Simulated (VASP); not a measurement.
## Lu: single point with PBE

Crystal: Lu.

```
CELL_PARAMETERS angstrom
-1.43698 1.43698 1.43698
1.43698 -1.43698 1.43698
1.43698 1.43698 -1.43698
ATOMIC_POSITIONS crystal
Lu 0.00000 0.00000 0.00000
```

This isn't the form of Lu at room conditions, which is hcp.

```json
{
  "Program": "VASP 6.6.1",
  "Task": "single point",
  "Functional": "PBE",
  "Potentials or basis": "VASP PAW PBE potentials, release 64 (Lu)",
  "Cutoff": "520 eV",
  "k mesh": "14 × 14 × 14",
  "Occupations": "fermi-dirac, width 0.1 eV",
  "Spin": "no spin polarisation"
}
```

```json
{"Pressure": "190.5 GPa", "Band gap on the k mesh": "zero (an odd number of electrons rules out a gap without spin polarisation)"}
```

Levels at points of the mesh, in eV from the Fermi level:
| k point | band 9 | band 10 | band 11 | band 12 | band 13 | band 14 | band 15 | band 16 |
| --- | --- | --- | --- | --- | --- | --- | --- | --- |
| (0.00, 0.00, 0.00) | -4.54 | -4.54 | -4.54 | -4.34 | 2.94 | 2.94 | 2.94 | 7.95 |
| (0.50, 0.00, 0.00) | -4.68 | -4.58 | -4.56 | -4.46 | -1.46 | 8.62 | 8.96 | 10.71 |
| (0.50, 0.50, 0.50) | -4.84 | -4.84 | -4.48 | -4.48 | -4.48 | 14.78 | 14.78 | 14.78 |

It took 38 s on 1 thread of AMD EPYC 7R43 64-Core Processor (Zen 3), with other jobs on the host, peak memory 0.12 GiB.

Caveat: the cell stands under pressure; spin-orbit coupling is left out, which moves the levels of the heavy elements.
